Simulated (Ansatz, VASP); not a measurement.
Two plane-wave programs on RbCl

```
Rb Cl
1.0
     0.00000    3.30573    3.30573
     3.30573    0.00000    3.30573
     3.30573    3.30573    0.00000
Rb Cl
1 1
Direct
  0.00000 0.00000 0.00000
  0.50000 0.50000 0.50000
```

Alike in both runs: task single point; functional PBE; dispersion D3(BJ); k mesh 4 × 4 × 4; no spin polarisation.

|  | VASP | Ansatz |
| --- | --- | --- |
| version | VASP 6.6.1 | Ansatz 0.2.0 |
| potentials or method | VASP PAW PBE potentials, release 64 (Rb_sv, Cl) | plane waves |
| plane-wave cutoff (eV) | 500 | 420 |
| occupations | gaussian, width 0.01 eV | fixed |
| valence electrons in the cell | 16 | 16 |

|  | VASP | Ansatz | Ansatz less VASP |
| --- | --- | --- | --- |
| gap on the k mesh at the Fermi level (eV) | 4.95 | 4.96 | +0.003 |
| pressure (GPa) | -0.2 | -0.2 | 0.00 |
